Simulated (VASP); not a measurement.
Input of a VASP 6.6.1 run:

The input INCAR:

```
PREC = Accurate
ENCUT = 520
EDIFF = 1E-6
ISMEAR = 0
SIGMA = 0.1
LREAL = F
LASPH = T
NELM = 100
ALGO = Normal
ISIF = 2
LWAVE = F
LCHARG = F
GGA = PS
NBANDS = 13
```

The input KPOINTS:

```
Automatic mesh
0
Gamma
  20 20 20
```

Contents of POSCAR:

```
Sn
1.0
   -1.9539309050      1.9539309050      1.7153842429
    1.9539309050     -1.9539309050      1.7153842429
    1.9539309050      1.9539309050     -1.7153842429
Sn
1
Direct
    0.5000000000      0.5000000000      0.0000000000
```

Potentials or basis: VASP PAW PBE potentials, release 64 (Sn_d).

The run is started by

```bash
$ cat potpaw_PBE.64/Sn_d/POTCAR > POTCAR
$ mpirun -np 1 vasp_std > vasp.out
```

(1) Predict the band gap on the k mesh.

(2) What does it give for the pressure?

## Answers

(1) zero (band 7 reaches 16.01 eV, above the bottom of band 8 at 6.08 eV).

(2) -0.1 GPa.

Caveat: the PAW data sets were made with another functional, which shifts forces and pressure a little; spin-orbit coupling is left out, which moves the levels of the heavy elements.
